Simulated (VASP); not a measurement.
# C (P6/mmm) in VASP: further runs, part 2 of 2

VASP 6.6.1.

### Step 3. Single point, r2SCAN

This run uses another cell than the first one, of 8.53 Å³/atom, 1.023 times its volume.

POSCAR reads:

```
C
1.0
    2.4430311481      0.0000000000      0.0000000000
   -1.2215155740      2.1157270365      0.0000000000
    0.0000000000      0.0000000000      3.2993289787
C
2
Direct
    0.3333333333      0.6666666667      0.0000000000
    0.6666666667      0.3333333333      0.0000000000
```

INCAR.step1 reads:

```
  PREC = Accurate
  ENCUT = 520
  ISMEAR = 1
  SIGMA = 0.15
  LREAL = F
  LASPH = T
  NELM = 60
  NBANDS = 11
  GGA = PE
  ALGO = Normal
  EDIFF = 1E-4
  LWAVE = T
  LCHARG = F
```

INCAR.step2 reads:

```
  PREC = Accurate
  ENCUT = 520
  EDIFF = 1E-7
  ISMEAR = 1
  SIGMA = 0.15
  LREAL = F
  LASPH = T
  NELM = 60
  ALGO = Normal
  ISIF = 2
  LWAVE = F
  LCHARG = F
  METAGGA = R2SCAN
  LMIXTAU = T
  NBANDS = 11
  ISTART = 1
```

KPOINTS reads:

```
regular mesh
0
Gamma
  15 15 4
```

Potentials or basis: VASP PAW PBE potentials, release 64 (C).

The run is started by

```bash
$ cat potpaw_PBE.64/C/POTCAR > POTCAR
$ cp INCAR.step1 INCAR
$ mpirun -np 1 vasp_std > vasp.out
$ cp INCAR.step2 INCAR
$ mpirun -np 1 vasp_std > vasp.out
```

OUTCAR:

```text
PREC = Accurate
   ENCUT = 520
   EDIFF = 1E-7
   ISMEAR = 1
   LREAL = F
   LASPH = T
   NELM = 60
   ISIF = 2
   METAGGA = R2SCAN
   ISTART = 1

 ion  position               nearest neighbor table
   1  0.333  0.667  0.000-   2 1.41   2 1.41   2 1.41
   2  0.667  0.333  0.000-   1 1.41   1 1.41   1 1.41

  LATTYP: Found a hexagonal cell.
 ALAT       =     2.4430311481
 C/A-ratio  =     1.3505063090

  Lattice vectors:

 A1 = (   2.4430311481,   0.0000000000,   0.0000000000)
 A2 = (  -1.2215155740,   2.1157270365,   0.0000000000)
 A3 = (   0.0000000000,   0.0000000000,   3.2993289787)

Analysis of symmetry for initial positions (statically):
=====================================================================
 Subroutine PRICEL returns:
 Original cell was already a primitive cell.

 Routine SETGRP: Setting up the symmetry group for a
 hexagonal supercell.

 Subroutine GETGRP returns: Found 24 space group operations
 (whereof 24 operations were pure point group operations)
 out of a pool of 24 trial point group operations.

The static configuration has the point symmetry D_6h.
[... 162 lines left out ...]

 val. band max:        4.6532441080   @ k =   0.3333   0.2667   0.0000
 cond. band min:       4.9545115749   @ k =   0.3333   0.3333   0.2500
 fundamental gap:      0.3012674669
 Fermi energy:         4.9524130296

 k-point     1 :       0.0000    0.0000    0.0000
  band No.  band energies     occupation
      1     -16.1662      2.00000
      2      -2.0804      2.00000
      3       1.7608      2.00000
      4       1.7608      2.00000
      5       9.4864      0.00000
      6      13.7564      0.00000
      7      13.7564      0.00000
      8      17.9612      0.00000
      9      18.3583      0.00000
     10      28.5206      0.00000
     11      33.3105      0.00000
[... 309 lines left out ...]
 k-point    24 :       0.4000    0.2000    0.0000
  band No.  band energies     occupation
      1      -9.8565      2.00000
      2      -8.7279      2.00000
      3      -4.5550      2.00000
      4       4.1933      2.00000
      5       7.2795     -0.00000
      6      16.2176      0.00000
      7      17.3217      0.00000
      8      17.5932      0.00000
      9      21.3973      0.00000
     10      24.9960      0.00000
     11      26.0857      0.00000

 [... further k-points ...]
[... 5 lines left out ...]
  --------------------------------------------------------------------------------------
  -------------------------------------------------------------------------------------
  Total        0.7589711      0.7589711      0.6227384      0.0000000     -0.0000000     -0.0000000
  in kB       71.3052542     71.3052542     58.5062057      0.0000000     -0.0000000     -0.0000000
  external PRESSURE =      67.0389047 kB  Pullay stress =       0.0000000 kB

 VOLUME and BASIS-vectors are now :
 -----------------------------------------------------------------------------
  energy-cutoff  :      520.00
  volume of cell :       17.05
      direct lattice vectors                 reciprocal lattice vectors
     2.443031148  0.000000000  0.000000000     0.409327569  0.236325382  0.000000000
    -1.221515574  2.115727037  0.000000000     0.000000000  0.472650764  0.000000000
     0.000000000  0.000000000  3.299328979     0.000000000  0.000000000  0.303091934

 POSITION                                       TOTAL-FORCE (eV/Angst)
 -----------------------------------------------------------------------------------
     -0.00000      1.41048      0.00000        -0.000000     -0.000000      0.000000
      1.22152      0.70524      0.00000         0.000000      0.000000      0.000000
 -----------------------------------------------------------------------------------
    total drift:                                0.000000     -0.000000      0.000000

  FREE ENERGIE OF THE ION-ELECTRON SYSTEM (eV)
  ---------------------------------------------------
  free  energy   TOTEN  =       -19.8282979813 eV

  energy  without entropy=      -19.8279985177  energy(sigma->0) =      -19.82819816
```

OSZICAR.step1:

```text
N       E                     dE             d eps       ncg     rms          rms(c)
DAV:   1     0.572875649967E+01    0.57288E+01   -0.45641E+03  1838   0.670E+02
DAV:   2    -0.190838774540E+02   -0.24813E+02   -0.23101E+02  2377   0.131E+02
DAV:   3    -0.196574198104E+02   -0.57354E+00   -0.57154E+00  2206   0.163E+01
DAV:   4    -0.196593716915E+02   -0.19519E-02   -0.19516E-02  2099   0.114E+00
DAV:   5    -0.196593788390E+02   -0.71475E-05   -0.71475E-05  2201   0.625E-02    0.654E+00
DAV:   6    -0.186772736006E+02    0.98211E+00   -0.76909E-01  1995   0.531E+00    0.381E+00
DAV:   7    -0.183658390481E+02    0.31143E+00   -0.89198E-01  2057   0.576E+00    0.109E+00
DAV:   8    -0.183704768641E+02   -0.46378E-02   -0.24807E-02  1938   0.989E-01    0.140E-01
DAV:   9    -0.183702144672E+02    0.26240E-03   -0.66250E-04  2160   0.164E-01    0.522E-02
DAV:  10    -0.183703084304E+02   -0.93963E-04   -0.15019E-04  1908   0.826E-02
   1 F= -.18370308E+02 E0= -.18370223E+02  d E =-.254914E-03
```

It took 28 s on 1 thread of Intel Xeon 6975P-C (Granite Rapids), shared host; peak memory 0.12 GiB.

Results:

```yaml
Free_energy: -19.8283 eV
Pressure: 6.7 GPa
Band_gap_on_the_k_mesh: zero (band 4 reaches 5.79 eV, above the bottom of band 5 at 4.23 eV)
```

Stress tensor (GPa, compression positive):
```
7.13 0.00 0.00
0.00 7.13 0.00
0.00 0.00 5.85
```

Levels at points of the mesh, in eV from the Fermi level:
| k point | band 1 | band 2 | band 3 | band 4 | band 5 | band 6 | band 7 | band 8 | band 9 |
| --- | --- | --- | --- | --- | --- | --- | --- | --- | --- |
| (0.00, 0.00, 0.00) | -21.12 | -7.03 | -3.19 | -3.19 | 4.53 | 8.80 | 8.80 | 13.01 | 13.41 |
| (0.00, 0.00, 0.50) | -20.78 | -9.23 | -3.15 | -3.15 | 8.93 | 8.93 | 11.52 | 12.48 | 13.91 |

Caveat: the k points lie up to 0.48 Å⁻¹ apart; the PAW data sets were made with another functional, which shifts forces and pressure a little.

### Step 4. Single point, r2SCAN

This run uses another cell than the first one, of 8.77 Å³/atom, 1.051 times its volume.

POSCAR reads:

```
C
1.0
    2.4469915984      0.0000000000      0.0000000000
   -1.2234957992      2.1191568870      0.0000000000
    0.0000000000      0.0000000000      3.3809271923
C
2
Direct
    0.3333333333      0.6666666667      0.0000000000
    0.6666666667      0.3333333333      0.0000000000
```

INCAR.step1 reads:

```
ALGO = Normal ; EDIFF = 1E-4
ENCUT = 520 ; GGA = PE
ISMEAR = 1 ; LASPH = T
LCHARG = F ; LREAL = F
LWAVE = T ; NBANDS = 11
NELM = 80 ; PREC = Accurate
SIGMA = 0.15
```

INCAR.step2 reads:

```
ALGO = Normal ; EDIFF = 1E-6
ENCUT = 520 ; ISIF = 2
ISMEAR = 1 ; ISTART = 1
LASPH = T ; LCHARG = F
LMIXTAU = T ; LREAL = F
LWAVE = F ; METAGGA = R2SCAN
NBANDS = 11 ; NELM = 80
PREC = Accurate ; SIGMA = 0.15
```

KPOINTS reads:

```
k-points
0
Gamma
  15 15 4
```

The run is started by

```bash
$ cat potpaw_PBE.64/C/POTCAR > POTCAR
$ cp INCAR.step1 INCAR
$ mpirun -np 1 vasp_std > vasp.out
$ cp INCAR.step2 INCAR
$ mpirun -np 1 vasp_std > vasp.out
```

It took 22 s on 1 thread of Intel Xeon 6975P-C (Granite Rapids), shared host; peak memory 0.12 GiB.

It converged, with:

| Quantity | Value |
| --- | --- |
| Free energy | -19.8436 eV |
| Pressure | 4.7 GPa |
| Band gap on the k mesh | zero (band 4 reaches 5.43 eV, above the bottom of band 5 at 4.07 eV) |

Stress tensor (GPa, compression positive):
```
5.09 0.00 0.00
0.00 5.09 0.00
0.00 0.00 3.90
```

Levels at points of the mesh, in eV from the Fermi level:
```csv
k point,band 1,band 2,band 3,band 4,band 5,band 6,band 7,band 8
"(0.00, 0.00, 0.00)",-21.06,-7.15,-3.20,-3.20,4.31,8.77,8.77,12.89
"(0.00, 0.00, 0.50)",-20.78,-9.10,-3.17,-3.17,8.87,8.87,10.87,12.46
```

Caveat: the k points lie up to 0.46 Å⁻¹ apart; the PAW data sets were made with another functional, which shifts forces and pressure a little.

### Step 5. Overview

| cell | gap on the mesh (eV) | pressure (GPa) |
| --- | --- | --- |
| a = 2.439, b = 2.439, c = 3.237 Å, angles 90.0, 90.0, 120.0°, 2 atoms | none | 8.7 |
| a = 2.443, b = 2.443, c = 3.299 Å, angles 90.0, 90.0, 120.0°, 2 atoms | none | 6.7 |
| a = 2.447, b = 2.447, c = 3.381 Å, angles 90.0, 90.0, 120.0°, 2 atoms | none | 4.7 |

Alike in all rows: task single point; level r2SCAN; potentials or basis VASP PAW PBE potentials, release 64 (C); no spin polarisation; k mesh 15 × 15 × 4; cutoff (eV) 520; smearing methfessel-paxton 0.15 eV.

Caveats: all runs use coarse meshes; the PAW data sets were made with another functional, which shifts forces and pressure a little.

Total energies depend on the potentials used, so only differences within one code and one set of settings carry meaning.
